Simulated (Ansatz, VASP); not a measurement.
Two plane-wave programs on Pt

```
CELL_PARAMETERS angstrom
0.00000 1.98578 1.98578
1.98578 0.00000 1.98578
1.98578 1.98578 0.00000
ATOMIC_POSITIONS crystal
Pt 0.00000 0.00000 0.00000
```

Alike in both runs: task single point; functional PBE; k mesh 14 × 14 × 14; occupations methfessel-paxton of order 1, width 0.3 eV; no spin polarisation.

```csv
,VASP,Ansatz
version,VASP 6.6.1,Ansatz 0.2.0
potentials or method,"VASP PAW PBE potentials, release 64 (Pt), cutoff 520 eV","plane waves (420 eV) with PAW, scalar-relativistic"
valence electrons in the cell,10,18
```

VASP gave:

```
pressure (GPa) : -0.8
```

Question: What did Ansatz give for the same quantities?

Answer: Pressure (GPa): -0.4.

VASP's potentials hold 10 valence electrons a cell and Ansatz's 18, so a difference there can come from the potentials and not from the codes.

Neither program's run includes spin-orbit coupling.
